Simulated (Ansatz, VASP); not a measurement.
# One calculation of Sr, two programs

```
Sr
1.0
    -2.41145    2.41145    2.41145
     2.41145   -2.41145    2.41145
     2.41145    2.41145   -2.41145
Sr
1
Direct
  0.00000 0.00000 0.00000
```

Alike in both runs: task single point; functional PBE; k mesh 6 × 6 × 6; occupations gaussian, width 0.1 eV; no spin polarisation.

|  | VASP | Ansatz |
| --- | --- | --- |
| version | VASP 6.6.1 | Ansatz 0.2.0 |
| potentials or method | VASP PAW PBE potentials, release 64 (Sr_sv), cutoff 500 eV | scalar-relativistic, plane waves, PAW |
| valence electrons in the cell | 10 | 10 |

|  | VASP | Ansatz | Ansatz less VASP |
| --- | --- | --- | --- |
| gap on the k mesh at the Fermi level (eV) | none | none | - |
| pressure (GPa) | -0.5 | -0.5 | 0.00 |

A gap of «none» marks a metal or a gap that the smearing closes.
